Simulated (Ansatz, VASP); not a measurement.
# F: VASP beside Ansatz

```xyz
4
Lattice="3.0059 -1.8355 0.3172 3.0059 1.8355 0.3172 -0.8618 0.0000 6.9132" Properties=species:S:1:pos:R:3 pbc="T T T"
F     4.4262   -0.6026    1.1250
F     1.1548   -0.6026    2.9660
F     0.7239    0.6026    6.4226
F     3.9953    0.6026    4.5816
```

Change from the starting cell: volume 19.322 Å^3 an atom, stretch along a over the lengths across it, relative to the relaxed cell 1.0409.

Alike in both runs: task single point; functional PBE; dispersion D3(BJ); k mesh 8 × 8 × 4; occupations gaussian, width 0.05 eV; no spin polarisation.

|  | VASP | Ansatz |
| --- | --- | --- |
| version | VASP 6.6.1 | Ansatz 0.2.0 |
| potentials or method | VASP PAW PBE potentials, release 64 (F), cutoff 520 eV | scalar-relativistic, plane waves, PAW |
| valence electrons in the cell | 28 | 28 |

Ansatz gave:

- gap on the k mesh at the Fermi level (eV): 2.70
- least direct gap on the mesh (eV): 2.70
- pressure (GPa): -2.4
- traceless stress, the component that is largest in VASP (GPa): -3.10
- rms of the force components (eV/Å): 0.619

**Question.** What did VASP give for the same quantities?

**Answer.** gap on the k mesh at the Fermi level (eV): 2.63; least direct gap on the mesh (eV): 2.63; pressure (GPa): -2.3; traceless stress, the component that is largest in VASP (GPa): -2.19; rms of the force components (eV/Å): 0.438.

Atom by atom the forces differ by 0.180 eV/Å (rms over components).
